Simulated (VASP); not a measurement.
CsI: single point with PBE-based screened hybrid

Crystal: CsI.

```
Cs I
1.0
     4.60808    0.00000    0.00000
     0.00000    4.60808    0.00000
     0.00000    0.00000    4.60808
Cs I
1 1
Direct
  0.00000 0.00000 0.00000
  0.50000 0.50000 0.50000
```

| Item | Value |
| --- | --- |
| Program | VASP 6.6.1 |
| Task | single point |
| Functional | PBE-based screened hybrid |
| Potentials or basis | VASP PAW PBE potentials, release 64 (Cs_sv, I) |
| Cutoff | 400 eV |
| k mesh | 4 × 4 × 4 |
| Occupations | gaussian, width 0.01 eV |
| Spin | no spin polarisation |
| Dipole correction | no |
| Grid for exact exchange (PRECFOCK) | Normal |
| Share of exact exchange | 0.75 |
| Further INCAR settings | ALGO = Normal; EDIFF = 1e-06; NBANDS = 15 |
| Screening parameter | 0.3 1/Å |

The pressure is -0.3 GPa and the band gap on the k mesh is 6.21 eV, indirect (least direct gap 6.31 eV).

Levels at points of the mesh, in eV from the valence-band top:
| k point | band 4 | band 5 | band 6 | band 7 | band 8 | band 9 | band 10 | band 11 | band 12 | band 13 |
| --- | --- | --- | --- | --- | --- | --- | --- | --- | --- | --- |
| (0.00, 0.00, 0.00) | -8.28 | -8.28 | -0.10 | -0.10 | -0.10 | 6.21 | 6.52 | 6.52 | 10.62 | 10.62 |
| (0.50, 0.00, 0.00) | -8.21 | -8.21 | -1.64 | -0.23 | -0.23 | 7.73 | 8.84 | 9.22 | 9.26 | 10.77 |
| (0.50, 0.50, 0.00) | -8.65 | -8.18 | -0.98 | -0.98 | 0.00 | 6.58 | 7.36 | 8.68 | 8.68 | 12.29 |
| (0.50, 0.50, 0.50) | -8.52 | -8.52 | -1.39 | -1.39 | -1.39 | 9.53 | 9.53 | 9.53 | 10.65 | 10.65 |

Run time: 8.9 min on 1 thread of Intel(R) Xeon(R) Platinum 8259CL CPU @ 2.50GHz (Skylake/Cascade Lake), on a shared host, peak memory 0.28 GiB.

Caveat: the PAW data sets were made with another functional, which shifts forces and pressure a little; spin-orbit coupling is left out, which moves the levels of the heavy elements. A k mesh can miss the band edges.
